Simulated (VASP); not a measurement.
# C (Fd-3m) in VASP: further runs, part 2 of 2

VASP 6.6.1.

### 3 Single point, PBE+D3(BJ)

This run uses another cell than the first one, of 5.62 Å³/atom, 0.992 times its volume.

Contents of INCAR:

```
ALGO = Normal
EDIFF = 1E-6
ENCUT = 520
GGA = PE
ISIF = 2
ISMEAR = 0
IVDW = 12
LASPH = T
LCHARG = F
LREAL = F
LWAVE = F
NBANDS = 11
NELM = 80
PREC = Accurate
SIGMA = 0.02
```

Contents of KPOINTS:

```
k-points
0
Gamma
  12 12 12
```

Contents of POSCAR:

```
C
1.0
    0.0000000000      1.7784442572      1.7784442572
    1.7784442572      0.0000000000      1.7784442572
    1.7784442572      1.7784442572      0.0000000000
C
2
Direct
    0.0000000000      0.0000000000      0.0000000000
    0.2500000000      0.2500000000      0.2500000000
```

Potentials or basis: VASP PAW PBE potentials, release 64 (C).

Started as:

```sh
$ cat potpaw_PBE.64/C/POTCAR > POTCAR
$ mpirun -np 1 vasp_std > vasp.out
```

OUTCAR:

```text
EDIFF = 1E-6
   ENCUT = 520
   GGA = PE
   ISIF = 2
   ISMEAR = 0
   IVDW = 12
   LASPH = T
   LREAL = F
   NELM = 80
   PREC = Accurate
 IVDW          = 12

 ion  position               nearest neighbor table
   1  0.000  0.000  0.000-   2 1.54   2 1.54   2 1.54   2 1.54
   2  0.250  0.250  0.250-   1 1.54   1 1.54   1 1.54   1 1.54

  LATTYP: Found a face centered cubic cell.
 ALAT       =     3.5568885144

  Lattice vectors:

 A1 = (   0.0000000000,   1.7784442572,   1.7784442572)
 A2 = (   1.7784442572,   0.0000000000,   1.7784442572)
 A3 = (   1.7784442572,   1.7784442572,   0.0000000000)

Analysis of symmetry for initial positions (statically):
=====================================================================
 Subroutine PRICEL returns:
 Original cell was already a primitive cell.

 Routine SETGRP: Setting up the symmetry group for a
 face centered cubic supercell.

 Subroutine GETGRP returns: Found 48 space group operations
 (whereof 24 operations were pure point group operations)
 out of a pool of 48 trial point group operations.

The static configuration has the point symmetry T_d .
 The point group associated with its full space group is O_h .

Analysis of symmetry for dynamics (positions and initial velocities):
=====================================================================
 Subroutine PRICEL returns:
 Original cell was already a primitive cell.

 Routine SETGRP: Setting up the symmetry group for a
 face centered cubic supercell.

 Subroutine GETGRP returns: Found 48 space group operations
 (whereof 24 operations were pure point group operations)
 out of a pool of 48 trial point group operations.

The dynamic configuration has the point symmetry T_d .
 The point group associated with its full space group is O_h .

 Subroutine INISYM returns: Found 48 space group operations
 (whereof 24 operations are pure point group operations),
 and found     1 'primitive' translations

----------------------------------------------------------------------------------------
[... 121 lines left out ...]
   IVDW    =    12    specifies the selected vdW correction
   LEPSILON=     F    determine dielectric tensor
   LRPA    =     F    only Hartree local field effects (RPA)
 non-spin polarized calculation
 Gauss-broadening in eV      SIGMA  =   0.02
  energy-cutoff  :      520.00
  volume of cell :       11.25
 maximum number of plane-waves:       311
   NGX =  9   NGY =  9   NGZ =  9

 number of electron       7.9999999 magnetization

 Free energy of the ion-electron system (eV)
  ---------------------------------------------------
  ext. energy  EPLUGINS =         0.00000000
  ---------------------------------------------------
  free energy    TOTEN  =       -18.18259164 eV

  energy without entropy =      -18.18259164  energy(sigma->0) =      -18.18259164

 E-fermi :   9.9416     XC(G=0): -13.2926

 val. band max:        9.8504941795   @ k =   0.0000   0.0000   0.0000
 cond. band min:      14.0223836745   @ k =   0.3333   0.3333   0.0000
 fundamental gap:      4.1718894949
 Fermi energy:         9.9416225947

 k-point     1 :       0.0000    0.0000    0.0000
  band No.  band energies     occupation
      1     -11.7387      2.00000
      2       9.8505      2.00000
      3       9.8505      2.00000
      4       9.8505      2.00000
      5      15.4632      0.00000
      6      15.4632      0.00000
      7      15.4632      0.00000
      8      23.3732      0.00000
      9      29.2508      0.00000
     10      36.4762      0.00000
     11      36.4762      0.00000
[... 309 lines left out ...]
 k-point    24 :      -0.4167    0.1667    0.0000
  band No.  band energies     occupation
      1      -5.5084      2.00000
      2      -2.7594      2.00000
      3       4.3418      2.00000
      4       6.2342      2.00000
      5      17.4217      0.00000
      6      20.1351      0.00000
      7      21.1638      0.00000
      8      25.3932      0.00000
      9      29.3952      0.00000
     10      34.1309      0.00000
     11      34.5836      0.00000

 [... further k-points ...]

------------------------ aborting loop because EDIFF is reached ----------------------------------------

 Edisp (eV)   -0.38578

 E8    (eV) :    -0.1111

  FORCE on cell =-STRESS in cart. coord.  units (eV):
  Direction    XX          YY          ZZ          XY          YZ          ZX
  --------------------------------------------------------------------------------------
  -------------------------------------------------------------------------------------
  Total       0.05042     0.05042     0.05042     0.00000    -0.00000    -0.00000
  in kB       7.18001     7.18001     7.18001     0.00000    -0.00000    -0.00000
  external pressure =        7.18 kB  Pullay stress =        0.00 kB

 VOLUME and BASIS-vectors are now :
 -----------------------------------------------------------------------------
  energy-cutoff  :      520.00
  volume of cell :       11.25
      direct lattice vectors                 reciprocal lattice vectors
     0.000000000  1.778444257  1.778444257    -0.281144600  0.281144600  0.281144600
     1.778444257  0.000000000  1.778444257     0.281144600 -0.281144600  0.281144600
     1.778444257  1.778444257  0.000000000     0.281144600  0.281144600 -0.281144600

 POSITION                                       TOTAL-FORCE (eV/Angst)
 -----------------------------------------------------------------------------------
      0.00000      0.00000      0.00000         0.000000      0.000000      0.000000
      0.88922      0.88922      0.88922        -0.000000     -0.000000     -0.000000
 -----------------------------------------------------------------------------------
    total drift:                                0.000000      0.000000      0.000000

  FREE ENERGIE OF THE ION-ELECTRON SYSTEM (eV)
  ---------------------------------------------------
  free  energy   TOTEN  =       -18.5683683962 eV

  energy  without entropy=      -18.5683683962  energy(sigma->0) =      -18.56836840
```

OSZICAR:

```text
N       E                     dE             d eps       ncg     rms          rms(c)
DAV:   1     0.986897431899E+00    0.98690E+00   -0.48932E+03  1616   0.725E+02
DAV:   2    -0.184628420170E+02   -0.19450E+02   -0.18896E+02  2013   0.125E+02
DAV:   3    -0.188370553106E+02   -0.37421E+00   -0.37343E+00  1859   0.135E+01
DAV:   4    -0.188376676359E+02   -0.61233E-03   -0.61231E-03  1699   0.670E-01
DAV:   5    -0.188376683425E+02   -0.70657E-06   -0.70655E-06  1800   0.216E-02    0.562E+00
DAV:   6    -0.183461023434E+02    0.49157E+00   -0.25665E-01  1626   0.357E+00    0.336E+00
DAV:   7    -0.181806771106E+02    0.16543E+00   -0.31356E-01  1695   0.400E+00    0.771E-01
DAV:   8    -0.181825310060E+02   -0.18539E-02   -0.88986E-03  1659   0.703E-01    0.441E-02
DAV:   9    -0.181825709251E+02   -0.39919E-04   -0.62831E-05  1864   0.638E-02    0.248E-02
DAV:  10    -0.181825915609E+02   -0.20636E-04   -0.15370E-05  1686   0.346E-02    0.535E-03
DAV:  11    -0.181825916420E+02   -0.81060E-07   -0.25029E-07  1401   0.460E-03
   1 F= -.18568368E+02 E0= -.18568368E+02  d E =-.188603E-13
```

stdout:

```text
POSCAR found type information on POSCAR C
 POSCAR found :  1 types and       2 ions
 scaLAPACK will be used
 LDA part: xc-table for (Slater+PW92), standard interpolation
 POSCAR, INCAR and KPOINTS ok, starting setup
 FFT: planning ... GRIDC
 FFT: planning ... GRID_SOFT
 FFT: planning ... GRID
 WAVECAR not read
 entering main loop
```

It took 11 s on 1 thread of Intel Xeon Platinum 8259CL at 2.50GHz (Skylake/Cascade Lake), shared host; peak memory 0.13 GiB.

What came out:

```yaml
Free_energy: -18.5684 eV
Pressure: 0.7 GPa
Band_gap_on_the_k_mesh: 4.17 eV, indirect (least direct gap 5.61 eV)
Dispersion_energy_per_atom: -0.193 eV
```

A k mesh can miss the band edges. Expect the measured gap to be larger: semilocal functionals such as PBE lack the derivative discontinuity.

### 4 Relaxation of cell and atoms, PBE+D3(BJ)

Contents of INCAR:

```
PREC = Accurate
ENCUT = 600
EDIFF = 1E-7
ISMEAR = 0
SIGMA = 0.02
LREAL = False
LASPH = True
NELM = 100
ALGO = Normal
ISIF = 3
LWAVE = False
LCHARG = False
GGA = PE
IVDW = 12
IBRION = 2
NSW = 100
EDIFFG = -0.005
```

Contents of KPOINTS:

```
Automatic mesh
0
Gamma
  12 12 12
```

Contents of POSCAR:

```
C
1.0
    0.0000000000      1.7833700000      1.7833700000
    1.7833700000      0.0000000000      1.7833700000
    1.7833700000      1.7833700000      0.0000000000
C
2
Direct
    0.0000000000      0.0000000000      0.0000000000
    0.2500000000      0.2500000000      0.2500000000
```

Started as:

```sh
$ cat potpaw_PBE.64/C/POTCAR > POTCAR
$ mpirun -np 1 vasp_std > vasp.out
```

Run time: 21 s. Hardware: 1 thread of Intel Xeon Platinum 8259CL at 2.50GHz (Skylake/Cascade Lake), shared host; peak memory 0.13 GiB.

It converged, with:

- Free energy: -18.5738 eV
- Relaxed volume: 5.62 Å³/atom
- Relaxed cell: a = 2.515 Å, b = 2.515 Å, c = 2.515 Å, α = 60.00°, β = 60.00°, γ = 60.00°
- Space group after relaxing (to 0.05 Å): Fd-3m (No. 227)
- Energy gained by relaxing: 0.5 meV/atom
- Ionic steps: 3
- Pressure after relaxing: 0.0 GPa
- Band gap on the k mesh: 4.17 eV, indirect (least direct gap 5.61 eV)
- Dispersion energy per atom: -0.193 eV

The path:
```csv
step,energy change (eV),largest force (eV/Å),pressure (GPa),volume (Å³)
1,0.0000,0.0000,-3.60,11.34
2,0.0006,0.0000,4.60,11.14
3,-0.0011,0.0000,0.00,11.25
```

Final structure:
```
CELL_PARAMETERS angstrom
0.00000 1.77845 1.77845
1.77845 0.00000 1.77845
1.77845 1.77845 0.00000
ATOMIC_POSITIONS crystal
C 0.00000 0.00000 0.00000
C 0.25000 0.25000 0.25000
```

Levels at points of the mesh, in eV from the valence-band top:
```csv
k point,band 1,band 2,band 3,band 4,band 5,band 6,band 7,band 8
"(0.00, 0.00, 0.00)",-21.59,0.00,0.00,0.00,5.61,5.61,5.61,13.52
"(0.50, 0.00, 0.00)",-15.77,-13.47,-2.82,-2.82,8.49,8.49,8.96,15.77
"(0.50, 0.50, 0.00)",-12.82,-12.82,-6.35,-6.35,4.78,4.78,16.93,16.93
```

A k mesh can miss the band edges. As with any semilocal functional, this PBE gap is likely too small.

### 5 Summary

| task | cell | k mesh | cutoff (eV) | smearing | gap on the mesh (eV) | pressure (GPa) |
| --- | --- | --- | --- | --- | --- | --- |
| single point | a = 2.522 Å, angles 60.0°, 2 atoms | 8 × 8 × 8 | 520 | gaussian 0.1 eV | 4.13 | -2.9 |
| single point | a = 2.515 Å, angles 60.0°, 2 atoms | 12 × 12 × 12 | 520 | gaussian 0.02 eV | 4.17 | 0.7 |
| relaxation of cell and atoms | relaxed from a = 2.522 Å, angles 60.0°, 2 atoms | 12 × 12 × 12 | 600 | gaussian 0.02 eV | 4.17 | 0.0 |

Alike in all rows: level PBE+D3(BJ); potentials or basis VASP PAW PBE potentials, release 64 (C); no spin polarisation.

Total energies depend on the potentials used, so only differences within one code and one set of settings carry meaning.
